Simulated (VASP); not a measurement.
Input of a VASP 6.6.1 run:

The input INCAR:

```
ALGO     = Normal         # electronic algorithm
EDIFF    = 1E-6           # SCF threshold, eV
ENCUT    = 520            # plane-wave cutoff, eV
GGA      = PE             # functional
ISIF     = 2              # what is computed and relaxed
ISMEAR   = 0              # smearing method
LASPH    = T              # aspherical terms in the spheres
LCHARG   = F              # write CHGCAR
LREAL    = F              # projectors in reciprocal space
LWAVE    = F              # write WAVECAR
NBANDS   = 12             # bands
NELM     = 100            # most SCF steps
PREC     = Accurate       # precision mode
SIGMA    = 0.05           # smearing width, eV
```

KPOINTS

```
k-points
0
Gamma
  8 8 8
```

POSCAR

```
Cd
1.0
   -1.7547300608      1.7547300608      1.7547300608
    1.7547300608     -1.7547300608      1.7547300608
    1.7547300608      1.7547300608     -1.7547300608
Cd
1
Direct
    0.0000000000      0.0000000000      0.0000000000
```

Potentials or basis: VASP PAW PBE potentials, release 64 (Cd).

Launch:

```sh
$ cat potpaw_PBE.64/Cd/POTCAR > POTCAR
$ mpirun -np 1 vasp_std > vasp.out
```

Q: Predict the band gap on the k mesh.

A: Zero (bands 6 and 7 overlap by 4.34 eV).

Q: Estimate the pressure.

A: 3.5 GPa.

Caveat: the cell stands under pressure.
